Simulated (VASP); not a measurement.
# MoS2 (P6_3/mmc) in VASP: a series of runs

Runs on MoS2. Level: PBE+U. Tasks: single point.

Everything below comes from runs of VASP 6.6.1. Logs are shortened: lines on timing, memory, paths and dates and some standing lists are left out, and cuts for length are marked.

### 1 The cell of the first run

The structure is hexagonal, space group P6_3/mmc (No. 194). Conventional cell: a = 3.169 Å, b = 3.169 Å, c = 12.324 Å, α = 90.00°, β = 90.00°, γ = 120.00°. Mo (site symmetry -6m2) has 6 S at 2.41 Å and 6 Mo at 3.17 Å within 3.2 Å. Within 3.2 Å of S (site symmetry 3m) lie 3 Mo at 2.41 Å and 7 S at 3.13 to 3.17 Å.

### 2 Single point, PBE+U, collinear spin, ferromagnetic start

Contents of INCAR:

```
SYSTEM = MoS2
ALGO = Normal
EDIFF = 1E-6
ENCUT = 520
GGA = PE
ISIF = 2
ISMEAR = 0
ISPIN = 2
LASPH = .True.
LCHARG = .True.
LDAU = .True.
LDAUJ = 0 0
LDAUL = 2 -1
LDAUPRINT = 1
LDAUTYPE = 2
LDAUU = 4.38 0
LELF = .True.
LMAXMIX = 4
LORBIT = 11
LREAL = .False.
LVHAR = .True.
LWAVE = .False.
MAGMOM = 3 3 0 0 0 0
NBANDS = 39
NELM = 150
NUPDOWN = 6.0
PREC = Accurate
SIGMA = 0.05
```

Contents of KPOINTS:

```
k-points
0
Gamma
  8 8 2
  0 0 0
```

Contents of POSCAR:

```
MoS2
1.0
    3.1689980500      0.0000000000      0.0000000000
   -1.5844990200      2.7444328200      0.0000000000
    0.0000000000      0.0000000000     12.3240000000
Mo S
2 4
Direct
    0.3333333300      0.6666666700      0.2500000000
    0.6666666700      0.3333333300      0.7500000000
    0.3333333300      0.6666666700      0.6230000000
    0.6666666700      0.3333333300      0.1230000000
    0.3333333300      0.6666666700      0.8770000000
    0.6666666700      0.3333333300      0.3770000000
```

Potentials or basis: VASP PAW PBE potentials, release 64 (Mo_sv, S).

Command:

```
$ cat potpaw_PBE.64/Mo_sv/POTCAR potpaw_PBE.64/S/POTCAR > POTCAR
$ mpirun -np 1 vasp_std > vasp.out
```

OUTCAR:

```text
SYSTEM = MoS2
   EDIFF = 1E-6
   ENCUT = 520
   GGA = PE
   ISIF = 2
   ISMEAR = 0
   ISPIN = 2
   LASPH = .True.
   LORBIT = 11
   LREAL = .False.
   NELM = 150
   NUPDOWN = 6.0
   PREC = Accurate

 ion  position               nearest neighbor table
   1  0.333  0.667  0.250-   4 2.41   6 2.41   4 2.41   6 2.41   4 2.41   6 2.41
   2  0.667  0.333  0.750-   3 2.41   5 2.41   3 2.41   5 2.41   3 2.41   5 2.41
   3  0.333  0.667  0.623-   2 2.41   2 2.41   2 2.41
   4  0.667  0.333  0.123-   1 2.41   1 2.41   1 2.41
   5  0.333  0.667  0.877-   2 2.41   2 2.41   2 2.41
   6  0.667  0.333  0.377-   1 2.41   1 2.41   1 2.41

  LATTYP: Found a hexagonal cell.
 ALAT       =     3.1689980500
 C/A-ratio  =     3.8889263438

  Lattice vectors:

 A1 = (   3.1689980500,   0.0000000000,   0.0000000000)
 A2 = (  -1.5844990200,   2.7444328200,   0.0000000000)
 A3 = (   0.0000000000,   0.0000000000,  12.3240000000)

Analysis of symmetry for initial positions (statically):
=====================================================================
 Subroutine PRICEL returns:
 Original cell was already a primitive cell.

 Routine SETGRP: Setting up the symmetry group for a
 hexagonal supercell.

 Subroutine GETGRP returns: Found 24 space group operations
 (whereof 12 operations were pure point group operations)
 out of a pool of 24 trial point group operations.

The static configuration has the point symmetry D_3d.
 The point group associated with its full space group is D_6h.

Analysis of symmetry for dynamics (positions and initial velocities):
=====================================================================
 Subroutine PRICEL returns:
 Original cell was already a primitive cell.

 Routine SETGRP: Setting up the symmetry group for a
 hexagonal supercell.

 Subroutine GETGRP returns: Found 24 space group operations
 (whereof 12 operations were pure point group operations)
 out of a pool of 24 trial point group operations.

The dynamic configuration has the point symmetry D_3d.
 The point group associated with its full space group is D_6h.

Analysis of structural, dynamic, and magnetic symmetry:
=====================================================================
 Subroutine PRICEL returns:
 Original cell was already a primitive cell.

 Routine SETGRP: Setting up the symmetry group for a
 hexagonal supercell.

 Subroutine GETGRP returns: Found 24 space group operations
 (whereof 12 operations were pure point group operations)
 out of a pool of 24 trial point group operations.

The overall configuration has the point symmetry D_3d.
 The point group associated with its full space group is D_6h.

 Subroutine INISYM returns: Found 24 space group operations
 (whereof 12 operations are pure point group operations),
 and found     1 'primitive' translations

----------------------------------------------------------------------------------------

                                     Primitive cell

  volume of cell :     107.1831

  direct lattice vectors                    reciprocal lattice vectors
     3.168998050  0.000000000  0.000000000     0.315557152  0.182187006  0.000000000
    -1.584499020  2.744432820  0.000000000     0.000000000  0.364374013  0.000000000
     0.000000000  0.000000000 12.324000000     0.000000000  0.000000000  0.081142486

  length of vectors
     3.168998050  3.168998051 12.324000000     0.364374013  0.364374013  0.081142486

  position of ions in fractional coordinates (direct lattice)
     0.333333330  0.666666670  0.250000000
[... 151 lines left out ...]
  o =  0.3772  v = -0.0000  0.4247  0.0000 -0.9053  0.0000  0.0000  0.0000  0.0000  0.0000  0.0000      0.0000  0.0000  0.0000  0.0000  0.0000  0.0000  0.0000  0.0000  0.0000  0.0000
  o =  0.3772  v = -0.0000  0.9053  0.0000  0.4247  0.0000  0.0000  0.0000  0.0000  0.0000  0.0000      0.0000  0.0000  0.0000  0.0000  0.0000  0.0000  0.0000  0.0000  0.0000  0.0000
  o =  0.7696  v =  0.0170 -0.0000 -0.0000  0.0000  0.9999  0.0000  0.0000  0.0000  0.0000  0.0000      0.0000  0.0000  0.0000  0.0000  0.0000  0.0000  0.0000  0.0000  0.0000  0.0000
  o =  0.7696  v = -0.9999 -0.0000 -0.0000  0.0000  0.0170  0.0000  0.0000  0.0000  0.0000  0.0000      0.0000  0.0000  0.0000  0.0000  0.0000  0.0000  0.0000  0.0000  0.0000  0.0000
  o =  0.8539  v = -0.0000 -0.0000  1.0000  0.0000  0.0000  0.0000  0.0000  0.0000  0.0000  0.0000      0.0000  0.0000  0.0000  0.0000  0.0000  0.0000  0.0000  0.0000  0.0000  0.0000

atom =   2  type =  1  l = 2

 onsite density matrix

spin component  1

  0.7696 -0.0000 -0.0000  0.0000 -0.0000
 -0.0000  0.3772  0.0000  0.0000 -0.0000
 -0.0000  0.0000  0.8539  0.0000  0.0000
  0.0000  0.0000  0.0000  0.3772  0.0000
 -0.0000 -0.0000  0.0000  0.0000  0.7696

spin component  2

  0.1288  0.0000 -0.0000  0.0000  0.0000
  0.0000  0.2885  0.0000  0.0000 -0.0000
 -0.0000  0.0000  0.0743  0.0000  0.0000
  0.0000  0.0000  0.0000  0.2885  0.0000
  0.0000 -0.0000  0.0000  0.0000  0.1288

 occupancies and eigenvectors

  o =  0.0743  v =  0.0000  0.0000  0.0000  0.0000  0.0000  0.0000 -0.0000  1.0000 -0.0000 -0.0000      0.0000  0.0000  0.0000  0.0000  0.0000  0.0000  0.0000  0.0000  0.0000  0.0000
  o =  0.1288  v =  0.0000  0.0000  0.0000  0.0000  0.0000 -0.1105  0.0000  0.0000  0.0000  0.9939      0.0000  0.0000  0.0000  0.0000  0.0000  0.0000  0.0000  0.0000  0.0000  0.0000
  o =  0.1288  v =  0.0000  0.0000  0.0000  0.0000  0.0000  0.9939  0.0000 -0.0000 -0.0000  0.1105      0.0000  0.0000  0.0000  0.0000  0.0000  0.0000  0.0000  0.0000  0.0000  0.0000
  o =  0.2885  v =  0.0000  0.0000  0.0000  0.0000  0.0000  0.0000 -0.4247  0.0000  0.9053  0.0000      0.0000  0.0000  0.0000  0.0000  0.0000  0.0000  0.0000  0.0000  0.0000  0.0000
  o =  0.2885  v =  0.0000  0.0000  0.0000  0.0000  0.0000 -0.0000 -0.9053 -0.0000 -0.4247  0.0000      0.0000  0.0000  0.0000  0.0000  0.0000  0.0000  0.0000  0.0000  0.0000  0.0000
  o =  0.3772  v =  0.0000  0.4247  0.0000 -0.9053  0.0000  0.0000  0.0000  0.0000  0.0000  0.0000      0.0000  0.0000  0.0000  0.0000  0.0000  0.0000  0.0000  0.0000  0.0000  0.0000
  o =  0.3772  v =  0.0000 -0.9053 -0.0000 -0.4247 -0.0000  0.0000  0.0000  0.0000  0.0000  0.0000      0.0000  0.0000  0.0000  0.0000  0.0000  0.0000  0.0000  0.0000  0.0000  0.0000
  o =  0.7696  v =  0.0153 -0.0000 -0.0000  0.0000  0.9999  0.0000  0.0000  0.0000  0.0000  0.0000      0.0000  0.0000  0.0000  0.0000  0.0000  0.0000  0.0000  0.0000  0.0000  0.0000
  o =  0.7696  v =  0.9999  0.0000  0.0000  0.0000 -0.0153  0.0000  0.0000  0.0000  0.0000  0.0000      0.0000  0.0000  0.0000  0.0000  0.0000  0.0000  0.0000  0.0000  0.0000  0.0000
  o =  0.8539  v = -0.0000  0.0000  1.0000  0.0000  0.0000  0.0000  0.0000  0.0000  0.0000  0.0000      0.0000  0.0000  0.0000  0.0000  0.0000  0.0000  0.0000  0.0000  0.0000  0.0000

 number of electron      51.9999996 magnetization       5.9999996

 Free energy of the ion-electron system (eV)
  ---------------------------------------------------
  ext. energy  EPLUGINS =         0.00000000
  ---------------------------------------------------
  free energy    TOTEN  =       -28.31461963 eV

  energy without entropy =      -28.30829417  energy(sigma->0) =      -28.31145690

 E-fermi :   5.9163     XC(G=0): -10.7759

 val. band max:        8.4047937260   @ k =   0.3750   0.1250   0.0000
 cond. band min:       5.9230470420   @ k =   0.2500  -0.0000   0.0000
 fundamental gap:     -2.4817466841
 Fermi energy:         8.4126435592

 spin component 1

 k-point     1 :       0.0000    0.0000    0.0000
  band No.  band energies     occupation
      1     -54.1765      1.00000
      2     -54.1765      1.00000
      3     -28.4935      1.00000
      4     -28.4934      1.00000
      5     -28.2291      1.00000
      6     -28.2291      1.00000
[... 809 lines left out ...]
     37      14.8642      0.00000
     38      14.8642      0.00000
 Fermi energy:         5.9163360900

 spin component 2

 k-point     1 :       0.0000    0.0000    0.0000
  band No.  band energies     occupation
      1     -52.7064      1.00000
      2     -52.7064      1.00000
      3     -27.0831      1.00000
      4     -27.0830      1.00000
      5     -26.5056      1.00000
      6     -26.5056      1.00000
[... 809 lines left out ...]
     37      15.7093      0.00000
     38      15.7093      0.00000
 [bands above 38 left out]

------------------------ aborting loop because EDIFF is reached ----------------------------------------

  FORCE on cell =-STRESS in cart. coord.  units (eV):
  Direction    XX          YY          ZZ          XY          YZ          ZX
  --------------------------------------------------------------------------------------
  -------------------------------------------------------------------------------------
  Total       18.2044024     18.2044025     13.3592422      0.0000000     -0.0000000      0.0000000
  in kB      272.1201768    272.1201776    199.6945170      0.0000005     -0.0000000      0.0000000
  external PRESSURE =     247.9782905 kB  Pullay stress =       0.0000000 kB

 VOLUME and BASIS-vectors are now :
 -----------------------------------------------------------------------------
  energy-cutoff  :      520.00
  volume of cell :      107.18
      direct lattice vectors                 reciprocal lattice vectors
     3.168998050  0.000000000  0.000000000     0.315557152  0.182187006  0.000000000
    -1.584499020  2.744432820  0.000000000     0.000000000  0.364374013  0.000000000
     0.000000000  0.000000000 12.324000000     0.000000000  0.000000000  0.081142486

 POSITION                                       TOTAL-FORCE (eV/Angst)
 -----------------------------------------------------------------------------------
     -0.00000      1.82962      3.08100        -0.000000      0.000000     -0.000000
      1.58450      0.91481      9.24300         0.000000     -0.000000     -0.000000
     -0.00000      1.82962      7.67785         0.000000     -0.000000     -1.866827
      1.58450      0.91481      1.51585        -0.000000      0.000000     -1.866827
     -0.00000      1.82962     10.80815         0.000000     -0.000000      1.866827
      1.58450      0.91481      4.64615        -0.000000      0.000000      1.866827
 -----------------------------------------------------------------------------------
    total drift:                               -0.000014      0.000008      0.000000

  FREE ENERGIE OF THE ION-ELECTRON SYSTEM (eV)
  ---------------------------------------------------
  free  energy   TOTEN  =       -28.3146196267 eV

  energy  without entropy=      -28.3082941676  energy(sigma->0) =      -28.31145690

 total charge

# of ion       s       p       d       tot
------------------------------------------
    1        2.305   6.208   4.004  12.517
    2        2.305   6.208   4.004  12.517
    3        1.367   2.362   0.000   3.729
    4        1.367   2.362   0.000   3.729
    5        1.367   2.362   0.000   3.729
    6        1.367   2.362   0.000   3.729
--------------------------------------------------
tot         10.079  21.864   8.009  39.952

 magnetization (x)

# of ion       s       p       d       tot
------------------------------------------
    1        0.032   0.044   2.222   2.298
    2        0.032   0.044   2.222   2.298
    3        0.007   0.126   0.000   0.133
    4        0.007   0.126   0.000   0.133
    5        0.007   0.126   0.000   0.133
    6        0.007   0.126   0.000   0.133
--------------------------------------------------
tot          0.091   0.595   4.443   5.130
```

Run time: 2 min. Hardware: 1 thread of AMD EPYC 9R45 (Zen 5), shared host; peak memory 0.29 GiB.

What came out:

| Property | Result |
| --- | --- |
| Free energy | -28.3146 eV |
| Pressure | 24.8 GPa |
| Largest force | 1.867 eV/Å |
| Net moment | 6.00 μB per cell |
| Site moments | Mo +2.30; S +0.13 μB |
| Valence electrons inside the program's atomic spheres | Mo 12.52; S 3.73 |

Forces in eV/Å, atoms in the order of the input:
```
Mo   0.000  0.000  0.000
Mo   0.000  0.000  0.000
S    0.000  0.000 -1.867
S    0.000  0.000 -1.867
S    0.000  0.000  1.867
S    0.000  0.000  1.867
```

Stress tensor (GPa, compression positive):
```
27.21  0.00  0.00
 0.00 27.21  0.00
 0.00  0.00 19.97
```

Eigenvalues of the final occupation matrices:
```csv
site,spin,trace,eigenvalues
site 1 d,1,3.15,0.38 0.38 0.77 0.77 0.85
site 1 d,2,0.91,0.07 0.13 0.13 0.29 0.29
site 2 d,1,3.15,0.38 0.38 0.77 0.77 0.85
site 2 d,2,0.91,0.07 0.13 0.13 0.29 0.29
```

Caveat: this functional lacks dispersion, which binds the layers, so the pressure and a relaxed spacing across them are unreliable; the total moment is fixed, so each spin has its own Fermi level; forces of over 1 eV/Å act on the atoms, so gaps and moduli don't describe the material at rest. The state reached can hang on the start; a lower one may exist.

### 3 Single point, PBE+U, collinear spin, ferromagnetic start

Contents of INCAR:

```
PREC = Accurate
ENCUT = 520
EDIFF = 1E-6
ISMEAR = 0
SIGMA = 0.05
LREAL = F
LASPH = T
NELM = 150
ALGO = Normal
ISIF = 2
LWAVE = F
LCHARG = F
ISPIN = 2
MAGMOM = 0.2 0.2 0 0 0 0
LORBIT = 11
LMAXMIX = 4
LDAU = T
LDAUTYPE = 2
LDAUL = 2 -1
LDAUU = 4.38 0
LDAUJ = 0 0
LDAUPRINT = 1
GGA = PE
NBANDS = 39
```

Contents of KPOINTS:

```
regular mesh
0
Gamma
  8 8 2
```

POSCAR is that of step 2.

Potentials or basis: VASP PAW PBE potentials, release 64 (Mo_sv, S).

Command:

```
$ cat potpaw_PBE.64/Mo_sv/POTCAR potpaw_PBE.64/S/POTCAR > POTCAR
$ mpirun -np 1 vasp_std > vasp.out
```

Wall time 2 min (1 thread of AMD EPYC 9R45 (Zen 5), shared host); peak memory 0.29 GiB.

It converged, with:

```yaml
Free_energy: -33.1584 eV
Pressure: 4.6 GPa
Largest_force: 0.226 eV/Å
Band_gap_on_the_k_mesh: 1.04 eV, indirect (least direct gap 1.86 eV)
Net_moment: 0.00 μB per cell
Valence_electrons_inside_the_program's_atomic_spheres: Mo 12.37; S 3.72
```

Forces on the atoms (eV/Å):
```
Mo   0.000  0.000  0.000
Mo   0.000  0.000  0.000
S    0.000  0.000 -0.226
S    0.000  0.000 -0.226
S    0.000  0.000  0.226
S    0.000  0.000  0.226
```

Stress tensor (GPa, compression positive):
```
4.38 0.00 0.00
0.00 4.38 0.00
0.00 0.00 4.98
```

Levels at points of the mesh, in eV from the valence-band top:
Spin up:
```csv
k point,band 22,band 23,band 24,band 25,band 26,band 27,band 28,band 29,band 30,band 31
"(0.00, 0.00, 0.00)",-2.00,-2.00,-1.20,-1.14,0.00,2.19,2.19,2.21,2.21,2.31
"(0.50, 0.00, 0.00)",-2.45,-1.73,-1.53,-1.43,-1.29,1.72,1.76,2.03,2.28,2.95
"(0.00, 0.00, 0.50)",-2.02,-2.02,-2.02,-0.27,-0.27,2.19,2.19,2.19,2.19,2.41
"(0.50, 0.00, 0.50)",-2.58,-1.63,-1.63,-1.35,-1.35,1.74,1.74,2.17,2.17,3.30
```
Spin down:
```tsv
k point	band 23	band 24	band 25	band 26	band 27	band 28	band 29	band 30
(0.00, 0.00, 0.00)	-2.00	-1.20	-1.14	0.00	2.19	2.19	2.21	2.21
(0.50, 0.00, 0.00)	-1.73	-1.53	-1.43	-1.29	1.72	1.76	2.03	2.28
(0.00, 0.00, 0.50)	-2.02	-2.02	-0.27	-0.27	2.19	2.19	2.19	2.19
(0.50, 0.00, 0.50)	-1.63	-1.63	-1.35	-1.35	1.74	1.74	2.17	2.17
```

Eigenvalues of the final occupation matrices:
```csv
site,spin,trace,eigenvalues
site 1 d,1,1.95,0.37 0.37 0.39 0.39 0.43
site 1 d,2,1.95,0.37 0.37 0.39 0.39 0.43
site 2 d,1,1.95,0.37 0.37 0.39 0.39 0.43
site 2 d,2,1.95,0.37 0.37 0.39 0.39 0.43
```

Caveat: this functional lacks dispersion, which binds the layers, so the pressure and a relaxed spacing across them are unreliable. The state reached can hang on the start; a lower one may exist.
